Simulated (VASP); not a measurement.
# Cr in VASP: single point with PBE

Aim: the single point of Cr with PBE.

All numbers are computed with VASP 6.6.1; they aren't measurements. Logs are shortened: lines on timing, memory, paths and dates and some standing lists are left out, and cuts for length are marked.

## Step 1: The cell of the first run

The typed cell holds 2 atoms: a = 3.868 Å, b = 3.868 Å, c = 2.425 Å, α = 37.08°, β = 90.00°, γ = 90.00°.

## Step 2: Single point, PBE

INCAR reads:

```
SYSTEM = Cr
ALGO     = Fast           ! electronic algorithm
EDIFF    = 1E-7           ! SCF threshold, eV
ENCUT    = 520            ! plane-wave cutoff, eV
GGA      = PE             ! functional
ISIF     = 2              ! what is computed and relaxed
ISMEAR   = 0              ! smearing method
ISYM     = 0            
LASPH    = .TRUE.         ! aspherical terms in the spheres
LCHARG   = .TRUE.         ! write CHGCAR
LELF     = .TRUE.         ! ELF
LREAL    = .FALSE.        ! projectors in reciprocal space
LVHAR    = .TRUE.       
LWAVE    = .FALSE.        ! write WAVECAR
NBANDS   = 19             ! bands
NELM     = 60             ! most SCF steps
PREC     = Accurate       ! precision mode
SIGMA    = 0.1            ! smearing width, eV
```

KPOINTS reads:

```
k-points
0
G
  9 9 23
  0 0 0
```

POSCAR reads:

```
Cr
1.0
    3.8679403904      0.0000000000      0.0000000000
    0.0000000000      3.8679403544      0.0005274137
    0.0000000000      1.9341739822      1.4623270152
Cr
2
Direct
    0.5000000000      0.5000000000      0.0000000000
    0.0000000000      0.0000000000      0.0000000000
```

Potentials or basis: VASP PAW PBE potentials, release 64 (Cr_pv).

Started as:

```bash
$ cat potpaw_PBE.64/Cr_pv/POTCAR > POTCAR
$ mpirun -np 1 vasp_std > vasp.out
```

OUTCAR:

```text
SYSTEM = Cr
   EDIFF = 1E-7
   ENCUT = 520
   GGA = PE
   ISIF = 2
   ISMEAR = 0
   ISYM = 0
   LASPH = .TRUE.
   LREAL = .FALSE.
   NELM = 60
   PREC = Accurate

 ion  position               nearest neighbor table
   1  0.500  0.500  0.000-   2 2.42   2 2.42   2 2.42   2 2.42   2 2.74   2 2.74   2 2.74   2 2.74

   2  0.000  0.000  0.000-   1 2.42   1 2.42   1 2.42   1 2.42   1 2.74   1 2.74   1 2.74   1 2.74

IMPORTANT INFORMATION: All symmetrisations will be switched off!
NOSYMM: (Re-)initialisation of all symmetry stuff for point group C_1.

----------------------------------------------------------------------------------------

                                     Primitive cell

  volume of cell :      21.8739

  direct lattice vectors                    reciprocal lattice vectors
     3.867940390  0.000000000  0.000000000     0.258535525  0.000000000  0.000000000
     0.000000000  3.867940354  0.000527414     0.000000000  0.258582164 -0.342018500
     0.000000000  1.934173982  1.462327015     0.000000000 -0.000093262  0.683964924

  length of vectors
     3.867940390  3.867940390  2.424753450     0.258535525  0.428767291  0.683964930

  position of ions in fractional coordinates (direct lattice)
     0.500000000  0.500000000  0.000000000
     0.000000000  0.000000000  0.000000000

  ion indices of the primitive-cell ions
   primitive index   ion index
                 1           1
                 2           2

----------------------------------------------------------------------------------------

 KPOINTS: k-points

Automatic generation of k-mesh.
 Grid dimensions read from file:
 generate k-points for:    9    9   23

 Generating k-lattice:

  Cartesian coordinates                     Fractional coordinates (reciprocal lattice)
     0.028726169  0.000000000  0.000000000     0.111111111  0.000000000  0.000000000
     0.000000000  0.028731352 -0.038002056     0.000000000  0.111111111  0.000000000
     0.000000000 -0.000004055  0.029737605     0.000000000  0.000000000  0.043478261

  Length of vectors
     0.028726169  0.047640810  0.029737606

  Shift w.r.t. Gamma in fractional coordinates (k-lattice)
     0.000000000  0.000000000  0.000000000

 Subroutine IBZKPT returns following result:
 ===========================================

 Found    932 irreducible k-points:

 Following reciprocal coordinates:
            Coordinates               Weight
[... 35 lines left out ...]
   ISTART =      0    job   : 0-new  1-cont  2-samecut
   ICHARG =      2    charge: 1-file 2-atom 10-const
   ISPIN  =      1    spin polarized calculation?
   LNONCOLLINEAR =      F non collinear calculations
   LSORBIT =      F    spin-orbit coupling
   LASPH  =      T    aspherical Exc in radial PAW
   ENCUT  =  520.0 eV  38.22 Ry    6.18 a.u.   7.19  7.19  4.51*2*pi/ulx,y,z
   NELM   =     60;   NELMIN=  2; NELMDL= -5     # of ELM steps
   EDIFF  = 0.1E-06   stopping-criterion for ELM
   LREAL  =      F    real-space projection
   EDIFFG = 0.1E-05   stopping-criterion for IOM
   NSW    =      0    number of steps for IOM
   IBRION =     -1    ionic relax: 0-MD 1-quasi-New 2-CG
   NFREE  =      0    steps in history (QN), initial steepest desc. (CG)
   ISIF   =      2    stress and relaxation
   ISYM   =      0    0-nonsym 1-usesym 2-fastsym
   POTIM  = 0.5000    time-step for ionic-motion
   TEBEG  =    0.0;   TEEND  =   0.0 temperature during run
   PSTRESS=    0.0 pullay stress
   NELECT =      24.0000    total number of electrons
   NUPDOWN=      -1.0000    fix difference up-down
   EMIN   =  10.00;   EMAX   =-10.00  energy-range for DOS
   EFERMI =   0.00;   METHOD = LEGACY
   ISMEAR =     0;   SIGMA  =   0.10  broadening in eV -4-tet -1-fermi 0-gaus
   EFERMI_NEDOS =   21; number of points for ismear=-14 and -15
   IALGO  =     68    algorithm
   IMIX   =      4    mixing-type and parameters
     AMIX     =   0.40;   BMIX     =  1.00
     AMIX_MAG =   1.60;   BMIX_MAG =  1.00
  volume/ion in A,a.u.               =      10.94        73.81
  Fermi-wavevector in a.u.,A,eV,Ry     =   1.688509  3.190819 38.791055  2.851062
  Thomas-Fermi vector in A             =   2.770802
   LORBIT       =      0    0 simple, 1 ext, 2 COOP (PROOUT), +10 PAW based schemes
   GGA     = PE    functional components
   LHFCALC =     F    Hartree Fock is set to
   AEXX    =    0.0000 exact exchange contribution
   IVDW    =     0    specifies the selected vdW correction
   LEPSILON=     F    determine dielectric tensor
   LRPA    =     F    only Hartree local field effects (RPA)
 non-spin polarized calculation
 RMM-DIIS sequential band-by-band and
 Gauss-broadening in eV      SIGMA  =   0.10
  energy-cutoff  :      520.00
  volume of cell :       21.87
 maximum number of plane-waves:       606
 NGX is ok and might be reduce to    30
   NGX = 15   NGY = 15   NGZ =  9

 number of electron      24.0000004 magnetization

 Free energy of the ion-electron system (eV)
  ---------------------------------------------------
  ext. energy  EPLUGINS =         0.00000000
  ---------------------------------------------------
  free energy    TOTEN  =       -18.90430202 eV

  energy without entropy =      -18.89769369  energy(sigma->0) =      -18.90099785

 E-fermi :  11.7921     XC(G=0): -13.9933

 val. band max:       11.7919974077   @ k =   0.3333   0.3333  -0.3913
 cond. band min:      11.7982822999   @ k =   0.1111   0.1111  -0.3913
 fundamental gap:      0.0062848921
 Fermi energy:        11.7920793272

 k-point     1 :       0.0000    0.0000    0.0000
  band No.  band energies     occupation
      1     -31.9391      2.00000
      2     -31.2579      2.00000
      3     -30.9166      2.00000
      4     -30.8852      2.00000
      5     -30.8659      2.00000
      6     -30.8641      2.00000
[... 505 lines left out ...]
      6     -30.9215      2.00000
[... 11 lines left out ...]
     18      20.7036      0.00000
     19      21.1132      0.00000

 [... further k-points ...]
[... 5 lines left out ...]
  --------------------------------------------------------------------------------------
  -------------------------------------------------------------------------------------
  Total        3.3754043      3.3551422     -0.0395869      0.0000037     -0.0024986     -0.0006046
  in kB      247.2354073    245.7512866     -2.8995916      0.0002738     -0.1830102     -0.0442845
  external PRESSURE =     163.3623674 kB  Pullay stress =       0.0000000 kB

 VOLUME and BASIS-vectors are now :
 -----------------------------------------------------------------------------
  energy-cutoff  :      520.00
  volume of cell :       21.87
      direct lattice vectors                 reciprocal lattice vectors
     3.867940390  0.000000000  0.000000000     0.258535525  0.000000000  0.000000000
     0.000000000  3.867940354  0.000527414     0.000000000  0.258582164 -0.342018500
     0.000000000  1.934173982  1.462327015     0.000000000 -0.000093262  0.683964924

 POSITION                                       TOTAL-FORCE (eV/Angst)
 -----------------------------------------------------------------------------------
      1.93397      1.93397      0.00026         0.000006     -0.000030     -0.000018
      0.00000      0.00000      0.00000        -0.000006      0.000030      0.000018
 -----------------------------------------------------------------------------------
    total drift:                               -0.000026     -0.000013     -0.000028

  FREE ENERGIE OF THE ION-ELECTRON SYSTEM (eV)
  ---------------------------------------------------
  free  energy   TOTEN  =       -18.9043020188 eV

  energy  without entropy=      -18.8976936852  energy(sigma->0) =      -18.90099785
```

OSZICAR:

```text
N       E                     dE             d eps       ncg     rms          rms(c)
DAV:   1     0.239428285516E+03    0.23943E+03   -0.13875E+04 35464   0.157E+03
DAV:   2    -0.138333371642E+02   -0.25326E+03   -0.24742E+03 35826   0.441E+02
DAV:   3    -0.219259499880E+02   -0.80926E+01   -0.79808E+01 37715   0.941E+01
DAV:   4    -0.220475333672E+02   -0.12158E+00   -0.12130E+00 47089   0.106E+01
DAV:   5    -0.220497147790E+02   -0.21814E-02   -0.21778E-02 38542   0.134E+00    0.194E+01
RMM:   6    -0.189135589119E+02    0.31362E+01   -0.12756E+01 35990   0.365E+01    0.259E+00
RMM:   7    -0.189215854270E+02   -0.80265E-02   -0.60444E-01 37329   0.568E+00    0.138E+00
RMM:   8    -0.189047811171E+02    0.16804E-01   -0.24508E-02 39305   0.162E+00    0.417E-01
RMM:   9    -0.189048859620E+02   -0.10484E-03   -0.66006E-03 42581   0.762E-01    0.338E-01
RMM:  10    -0.189042414906E+02    0.64447E-03   -0.19983E-03 43534   0.437E-01    0.114E-01
RMM:  11    -0.189043237776E+02   -0.82287E-04   -0.82528E-04 55392   0.217E-01    0.148E-01
RMM:  12    -0.189043132489E+02    0.10529E-04   -0.22319E-04 43219   0.154E-01    0.133E-01
RMM:  13    -0.189042954458E+02    0.17803E-04   -0.91719E-05 46002   0.883E-02    0.126E-01
RMM:  14    -0.189043005859E+02   -0.51401E-05   -0.60277E-05 56719   0.387E-02    0.133E-01
RMM:  15    -0.189043011555E+02   -0.56954E-06   -0.58327E-06 49391   0.120E-02    0.135E-01
RMM:  16    -0.189043018418E+02   -0.68635E-06   -0.15472E-06 44779   0.722E-03    0.136E-01
RMM:  17    -0.189043020354E+02   -0.19354E-06   -0.58991E-07 39821   0.306E-03    0.135E-01
RMM:  18    -0.189043020188E+02    0.16518E-07   -0.10149E-07 30539   0.165E-03
   1 F= -.18904302E+02 E0= -.18900998E+02  d E =-.660833E-02
```

Wall time 7.7 min (1 thread of Intel Xeon 6975P-C, shared host); peak memory 0.41 GiB.

Results:

| Item | Value |
| --- | --- |
| Free energy | -18.9043 eV |
| Pressure | 16.3 GPa |
| Band gap on the k mesh | zero (band 12 reaches 13.43 eV, above the bottom of band 13 at 10.98 eV) |

Stress tensor (GPa, compression positive):
```
24.72  0.00  0.00
 0.00 24.58 -0.02
 0.00 -0.02 -0.29
```

Caveat: the run has no spin polarisation, though such a crystal can be magnetic.
